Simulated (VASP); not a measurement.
The system is RbBr.

```
Rb Br
1.0
     0.08059    3.48743    3.48743
     3.48743    0.08059    3.48743
     3.48743    3.48743    0.08059
Rb Br
1 1
Cartesian
  0.0000 0.0000 0.0000
  3.5277 3.5277 3.5277
```

This cell differs from its parent crystal: epitaxial 111 strain -1.6%.

Base run:

* Program: VASP 6.6.1
* Functional: PBE
* Potentials or basis: VASP PAW PBE potentials, release 64 (Rb_sv, Br)
* Cutoff: 520 eV
* k mesh: 6 × 6 × 6
* Occupations: fermi-dirac, width 0.02 eV
* Spin: no spin polarisation

Its results: band gap on the k mesh 4.29 eV; pressure 0.7 GPa.

**Question.** The run is repeated on the same cell with these changes: functional from PBE to r2SCAN; occupations from fermi-dirac, width 0.02 eV to gaussian, width 0.01 eV. What comes out?

**Answer.** Band gap on the k mesh 4.90 eV; pressure 0.2 GPa.

Caveats: the PAW data sets were made with another functional, which shifts forces and pressure a little (at least some runs).

